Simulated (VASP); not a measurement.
# HfH2 (I4/mmm) in VASP: vibrations by perturbation theory with LDA

Aim: the vibrations by perturbation theory of HfH2 with LDA.

All numbers are computed with VASP 6.6.1; they aren't measurements. Logs are shortened: lines on timing, memory, paths and dates and some standing lists are left out, and cuts for length are marked.

## 1. The cell of the first run

The structure is tetragonal, space group I4/mmm (No. 139). The conventional cell has a = 3.422 Å, b = 3.422 Å, c = 4.200 Å, α = 90.00°, β = 90.00°, γ = 90.00°. Hf (site symmetry 4/mmm) has 8 H at 2.01 Å within 2.7 Å. Within 2.7 Å of H (site symmetry -4m2) lie 4 Hf at 2.01 Å and 6 H at 2.10 to 2.42 Å.

## 2. Vibrations by perturbation theory, LDA

File INCAR:

```
SYSTEM = HfH2
PREC = Accurate ; ENCUT = 520
EDIFF = 1E-8 ; ISMEAR = -1
SIGMA = 0.15 ; LREAL = .FALSE.
LASPH = .TRUE. ; NELM = 100
ALGO = Normal ; ISIF = 2
LWAVE = .FALSE. ; LCHARG = .TRUE.
GGA = CA ; NBANDS = 13
IBRION = 8 ; NSW = 1
```

File KPOINTS:

```
regular mesh
0
G
  18 18 18
  0 0 0
```

File POSCAR:

```
HfH2
1.0
   -1.7111993957      1.7111993957      2.0997653750
    1.7111993957     -1.7111993957      2.0997653750
    1.7111993957      1.7111993957     -2.0997653750
Hf H
1 2
Direct
    0.0000000000      0.0000000000      0.0000000000
    0.7500000000      0.2500000000      0.5000000000
    0.2500000000      0.7500000000      0.5000000000
```

Potentials or basis: VASP PAW LDA potentials, release 64 (Hf_pv, H).

On the command line:

```
$ cat potpaw_LDA.64/Hf_pv/POTCAR potpaw_LDA.64/H/POTCAR > POTCAR
$ mpirun -np 1 vasp_std > vasp.out
```

OUTCAR:

```text
SYSTEM = HfH2
   PREC = Accurate
   ENCUT = 520
   EDIFF = 1E-8
   ISMEAR = -1
   LREAL = .FALSE.
   LASPH = .TRUE.
   NELM = 100
   ISIF = 2
   GGA = CA
   IBRION = 8
   NSW = 1

 ion  position               nearest neighbor table
   1  0.000  0.000  0.000-   2 2.01   3 2.01   2 2.01   3 2.01   2 2.01   3 2.01   2 2.01   3 2.01

   2  0.750  0.250  0.500-   1 2.01   1 2.01   1 2.01   1 2.01
   3  0.250  0.750  0.500-   1 2.01   1 2.01   1 2.01   1 2.01

  LATTYP: Found a body centered tetragonal cell.
 ALAT       =     3.4223987914
 C/A-ratio  =     1.2270722981

  Lattice vectors:

 A1 = (  -1.7111993957,   1.7111993957,   2.0997653750)
 A2 = (   1.7111993957,  -1.7111993957,   2.0997653750)
 A3 = (   1.7111993957,   1.7111993957,  -2.0997653750)

Analysis of symmetry for initial positions (statically):
=====================================================================
 Subroutine PRICEL returns:
 Original cell was already a primitive cell.

 Routine SETGRP: Setting up the symmetry group for a
 body centered tetragonal supercell.

 Subroutine GETGRP returns: Found 16 space group operations
 (whereof 16 operations were pure point group operations)
 out of a pool of 16 trial point group operations.

The static configuration has the point symmetry D_4h.

Analysis of symmetry for dynamics (positions and initial velocities):
=====================================================================
 Subroutine PRICEL returns:
 Original cell was already a primitive cell.

 Routine SETGRP: Setting up the symmetry group for a
 body centered tetragonal supercell.

 Subroutine GETGRP returns: Found 16 space group operations
 (whereof 16 operations were pure point group operations)
 out of a pool of 16 trial point group operations.

The dynamic configuration has the point symmetry D_4h.

 Subroutine INISYM returns: Found 16 space group operations
 (whereof 16 operations are pure point group operations),
 and found     1 'primitive' translations

----------------------------------------------------------------------------------------

                                     Primitive cell

  volume of cell :      24.5942

  direct lattice vectors                    reciprocal lattice vectors
    -1.711199396  1.711199396  2.099765375     0.000000000  0.292192717  0.238121843
     1.711199396 -1.711199396  2.099765375     0.292192717  0.000000000  0.238121843
     1.711199396  1.711199396 -2.099765375     0.292192717  0.292192717  0.000000000

  length of vectors
     3.203969627  3.203969627  3.203969627     0.376933145  0.376933145  0.413222903

  position of ions in fractional coordinates (direct lattice)
     0.000000000  0.000000000  0.000000000
     0.750000000  0.250000000  0.500000000
     0.250000000  0.750000000  0.500000000

  ion indices of the primitive-cell ions
   primitive index   ion index
                 1           1
                 2           2
                 3           3

----------------------------------------------------------------------------------------

 KPOINTS: regular mesh

Automatic generation of k-mesh.
 Grid dimensions read from file:
 generate k-points for:   18   18   18

 Generating k-lattice:

  Cartesian coordinates                     Fractional coordinates (reciprocal lattice)
[... 105 lines left out ...]
  free energy    TOTEN  =       -19.51597468 eV

  energy without entropy =      -19.47388311  energy(sigma->0) =      -19.49492889

 E-fermi :   5.6846     XC(G=0): -11.9243

 val. band max:        5.6821762638   @ k =  -0.1111   0.1667   0.0556
 cond. band min:       5.6956719426   @ k =  -0.1667   0.3333   0.1667
 fundamental gap:      0.0134956788
 Fermi energy:         5.6846333871

 k-point     1 :       0.0000    0.0000    0.0000
  band No.  band energies     occupation
      1     -24.8610      2.00000
      2     -24.8610      2.00000
      3     -24.7956      2.00000
      4      -5.8466      2.00000
      5       4.6327      1.99820
      6       5.1639      1.93974
      7       5.1639      1.93974
      8       6.1275      0.09923
      9       7.5104      0.00001
     10       9.1002      0.00000
     11      17.5045      0.00000
     12      17.8031      0.00000
     13      17.8031      0.00000
[... 354 lines left out ...]
  band No.  band energies     occupation
      1     -25.1193      2.00000
      2     -24.9155      2.00000
      3     -24.8406      2.00000
      4      -4.6603      2.00000
      5       1.4346      2.00000
      6       5.4232      1.70204
      7       6.3572      0.02234
      8       7.3782      0.00002
      9       8.5773      0.00000
     10      10.1013      0.00000
     11      15.1639      0.00000
     12      17.4967      0.00000
     13      18.7187      0.00000

 [... further k-points ...]

------------------------ aborting loop because EDIFF is reached ----------------------------------------

  FORCE on cell =-STRESS in cart. coord.  units (eV):
  Direction    XX          YY          ZZ          XY          YZ          ZX
  --------------------------------------------------------------------------------------
  -------------------------------------------------------------------------------------
  Total        0.3043774      0.3043774      0.2974429      0.0000000      0.0000000      0.0000000
  in kB       19.8285498     19.8285498     19.3768078      0.0000000      0.0000000      0.0000000
  external PRESSURE =      19.6779691 kB  Pullay stress =       0.0000000 kB

 VOLUME and BASIS-vectors are now :
 -----------------------------------------------------------------------------
  energy-cutoff  :      520.00
  volume of cell :       24.59
      direct lattice vectors                 reciprocal lattice vectors
    -1.711199396  1.711199396  2.099765375     0.000000000  0.292192717  0.238121843
     1.711199396 -1.711199396  2.099765375     0.292192717  0.000000000  0.238121843
     1.711199396  1.711199396 -2.099765375     0.292192717  0.292192717  0.000000000

 POSITION                                       TOTAL-FORCE (eV/Angst)
 -----------------------------------------------------------------------------------
      0.00000      0.00000      0.00000         0.000000     -0.000000     -0.000000
     -0.00000      1.71120      1.04988         0.000000     -0.000000      0.000000
      1.71120     -0.00000      1.04988        -0.000000      0.000000      0.000000
 -----------------------------------------------------------------------------------
    total drift:                               -0.000000      0.000000      0.000000

  FREE ENERGIE OF THE ION-ELECTRON SYSTEM (eV)
  ---------------------------------------------------
  free  energy   TOTEN  =       -19.5159746821 eV

  energy  without entropy=      -19.4738831078  energy(sigma->0) =      -19.49492889

[... ionic steps 2 to 3 ...]

--------------------------------------- Ionic step        4  -------------------------------------------

------------------------ aborting loop because EDIFF is reached ----------------------------------------
[... 11 lines left out ...]
[... ionic steps 8 to 8 ...]

--------------------------------------- Ionic step        9  -------------------------------------------

 Free energy of the ion-electron system (eV)
  ---------------------------------------------------
  ---------------------------------------------------
  free energy    TOTEN  =        -0.01715455 eV

  energy without entropy =       -0.01715455

------------------------ aborting loop because EDIFF is reached ----------------------------------------

 INTERNAL STRAIN TENSOR  FOR ION    2  DIRECTION 3   (eV/Angst):
 -----------------------------------------------------------------------------
     4.94497  0.00000  0.00000
     0.00000 -4.94435  0.00000
     0.00000  0.00000  0.00063

 INTERNAL STRAIN TENSOR FOR ION    3 for displacements in x,y,z  (eV/Angst):
          X           Y           Z          XY          YZ          ZX
  --------------------------------------------------------------------------------
  x     0.00000     0.00000     0.00000     0.00000     0.00000    -5.15792
  y     0.00000     0.00000     0.00000     0.00000     5.15732     0.00000
  z    -4.94466     4.94466     0.00000     0.00000     0.00000     0.00000

 SECOND DERIVATIVES (NOT SYMMETRIZED)
 ------------------------------------
               1X          1Y          1Z          2X          2Y          2Z          3X          3Y          3Z
  1X    -9.501407    0.000000    0.000000    4.750703    0.000000    0.000000    4.750703    0.000000    0.000000
  1Y     0.000000   -9.501407    0.000000    0.000000    4.750703    0.000000    0.000000    4.750703    0.000000
  1Z     0.000000   -0.000000  -10.338338    0.000000   -0.000000    5.169169    0.000000   -0.000000    5.169169
  2X     4.747418    0.000000    0.000000   -5.537174    0.000000    0.000000    0.789756    0.000000    0.000000
  2Y     0.000000    4.747418    0.000000    0.000000   -5.537174    0.000000    0.000000    0.789756    0.000000
  2Z     0.000000    0.000000    5.165591    0.000000    0.000000   -6.252312    0.000000    0.000000    1.086721
  3X     4.747418    0.000000    0.000000    0.789756    0.000000    0.000000   -5.537174    0.000000    0.000000
  3Y     0.000000    4.747418    0.000000    0.000000    0.789756    0.000000    0.000000   -5.537174    0.000000
  3Z     0.000000    0.000000    5.165591    0.000000    0.000000    1.086721    0.000000    0.000000   -6.252312

 Eigenvectors and eigenvalues of the dynamical matrix
 ----------------------------------------------------

   1 f  =   42.351631 THz   266.103144 2PiTHz 1412.698340 cm-1   175.152192 meV
             X         Y         Z           dx          dy          dz
      0.000000  0.000000  0.000000     0.000000    0.000000   -0.000000
     -0.000000  1.711199  1.049883     0.000000    0.000000   -0.707107
      1.711199 -0.000000  1.049883    -0.000000   -0.000000    0.707107
[... 43 lines left out ...]
   9 f/i=    0.001295 THz     0.008139 2PiTHz    0.043206 cm-1     0.005357 meV
             X         Y         Z           dx          dy          dz
      0.000000  0.000000  0.000000     0.000000   -0.000000    0.994440
     -0.000000  1.711199  1.049883     0.000000   -0.000000    0.074460
      1.711199 -0.000000  1.049883     0.000000   -0.000000    0.074460

--------------------------------------------------------------------------------------------------------

 ELASTIC MODULI CONTR FROM IONIC RELAXATION (kBar)
 Direction    XX          YY          ZZ          XY          YZ          ZX
 --------------------------------------------------------------------------------
 XX        -434.0525    434.0525      0.0000      0.0000      0.0000     -0.0000
 YY         434.0525   -434.0525      0.0000      0.0000     -0.0000      0.0000
 ZZ           0.0000      0.0000      0.0000      0.0000      0.0000      0.0000
 XY           0.0000      0.0000      0.0000      0.0000      0.0000      0.0000
 YZ           0.0000     -0.0000      0.0000      0.0000   -547.7265      0.0000
 ZX          -0.0000      0.0000      0.0000      0.0000      0.0000   -547.8531
 --------------------------------------------------------------------------------
```

Run time: 28 min. Hardware: 1 thread of Intel Xeon 8259CL, shared host; peak memory 1.1 GiB.

What came out:

```yaml
Highest_phonon_frequency_at_Γ: 1413 cm⁻¹
```

Phonon frequencies in cm⁻¹ (negative: imaginary):
| q point | frequencies |
| --- | --- |
| (0.000, 0.000, 0.000) | 0 0 0 1143 1143 1192 1312 1312 1413 |

Caveat: the cell stands under pressure or tension, which shifts response properties; spin-orbit coupling is left out, which moves the levels of the heavy elements.
